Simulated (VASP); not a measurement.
# SrO: single point with PBE

SrO:

```
Sr O
1.0
    -0.02855    2.55134    2.55134
     2.55134   -0.02855    2.55134
     2.55134    2.55134   -0.02855
Sr O
1 1
Direct
  0.00000 0.00000 0.00000
  0.50000 0.50000 0.50000
```

This cell differs from its parent crystal: strain along [111] -1.7%.

* Program: VASP 6.6.1
* Task: single point
* Functional: PBE
* Potentials or basis: VASP PAW PBE potentials, release 64 (Sr_sv, O)
* Cutoff: 520 eV
* k mesh: 8 × 8 × 8
* Occupations: fermi-dirac, width 0.02 eV
* Spin: no spin polarisation

| Property | Result |
| --- | --- |
| Pressure | 4.0 GPa |
| Band gap on the k mesh | 3.24 eV (least direct gap 3.33 eV) |

Stress tensor (GPa, compression positive):
```
4.00 0.58 0.58
0.58 4.00 0.58
0.58 0.58 4.00
```

Levels at points of the mesh, in eV from the valence-band top:
| k point | band 4 | band 5 | band 6 | band 7 | band 8 | band 9 | band 10 | band 11 | band 12 | band 13 |
| --- | --- | --- | --- | --- | --- | --- | --- | --- | --- | --- |
| (0.00, 0.00, 0.00) | -14.03 | -14.02 | -0.03 | -0.03 | 0.00 | 4.00 | 6.13 | 6.13 | 6.34 | 8.38 |
| (0.50, 0.00, 0.00) | -14.10 | -12.82 | -2.21 | -1.19 | -1.12 | 6.54 | 8.48 | 8.72 | 8.95 | 11.93 |
| (0.50, 0.50, 0.00) | -14.41 | -14.39 | -0.45 | -0.12 | -0.09 | 3.24 | 7.82 | 10.19 | 10.42 | 11.10 |
| (0.50, 0.50, 0.50) | -14.12 | -12.87 | -2.21 | -1.22 | -1.22 | 6.59 | 8.51 | 8.94 | 8.94 | 11.97 |

Run time: 38 s on 1 thread of Intel(R) Xeon(R) Platinum 8259CL CPU @ 2.50GHz (Skylake/Cascade Lake) (shared host), peak memory 0.18 GiB.

Caveat: the cell differs from its parent crystal (strain along [111] -1.7%); the cell stands under pressure. A k mesh can miss the band edges.
